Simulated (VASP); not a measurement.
Set up this calculation in VASP 6.6.1, as the native input.

```
Task                   : single point
Functional             : PBEsol
Potentials or basis    : VASP PAW PBE potentials, release 64 (Mn_pv, O)
Cutoff                 : 520 eV
k mesh                 : 6 × 6 × 9
Occupations            : fermi-dirac, width 0.05 eV
Spin                   : collinear spin, ferromagnetic start
Starting moments       : [4.0, 4.0, 0.0, 0.0, 0.0, 0.0] μB
Dipole correction      : no
Further INCAR settings : ALGO = Normal; EDIFF = 1e-06; NBANDS = 38
```

The structure of MnO2 lies in POSCAR:

```
MnO2
1.0
    4.4583253442      0.0000000000      0.0000000000
    0.0000000000      4.4583253442      0.0000000000
    0.0000000000      0.0000000000      2.9048069764
Mn O
2 4
Direct
    0.5000000000      0.5000000000      0.5000000000
    0.0000000000      0.0000000000      0.0000000000
    0.8049161500      0.1950838500      0.5000000000
    0.6950838500      0.6950838500      0.0000000000
    0.1950838500      0.8049161500      0.5000000000
    0.3049161500      0.3049161500      0.0000000000
```

One way to write it, as run:

INCAR

```
SYSTEM = MnO2
PREC = Accurate ; ENCUT = 520
EDIFF = 1E-6 ; ISMEAR = -1
SIGMA = 0.05 ; LREAL = .False.
LASPH = .True. ; NELM = 150
ALGO = Normal ; ISIF = 2
LWAVE = .False. ; LCHARG = .False.
ISPIN = 2 ; MAGMOM = 4 4 0 0 0 0
LORBIT = 11 ; LMAXMIX = 4
GGA = PS ; NBANDS = 38
```

KPOINTS

```
regular mesh
0
Gamma
  6 6 9
  0 0 0
```

Potentials or basis: VASP PAW PBE potentials, release 64 (Mn_pv, O).

Command:

```sh
$ cat potpaw_PBE.64/Mn_pv/POTCAR potpaw_PBE.64/O/POTCAR > POTCAR
$ mpirun -np 1 vasp_std > vasp.out
```

Results of the run:

| Quantity | Value |
| --- | --- |
| Pressure | -11.1 GPa |
| Largest force | 0.204 eV/Å |
| Band gap on the k mesh | zero (filled and empty bands overlap) |
| Net moment | 6.00 μB per cell |
| Site moments | Mn +2.73; O +0.08 μB |
| Valence electrons inside the program's atomic spheres | Mn 11.65; O 4.98 |

Caveat: the PAW data sets were made with another functional, which shifts forces and pressure a little; semilocal functionals often make such compounds metallic where correlation or magnetic order opens a gap, which also shifts bond lengths; only a ferromagnetic start was run, and an antiferromagnetic order may lie lower in energy.

Run time: 80 s on 1 thread of Intel(R) Xeon(R) 6975P-C (Granite Rapids), with other jobs on the host, peak memory 0.29 GiB.
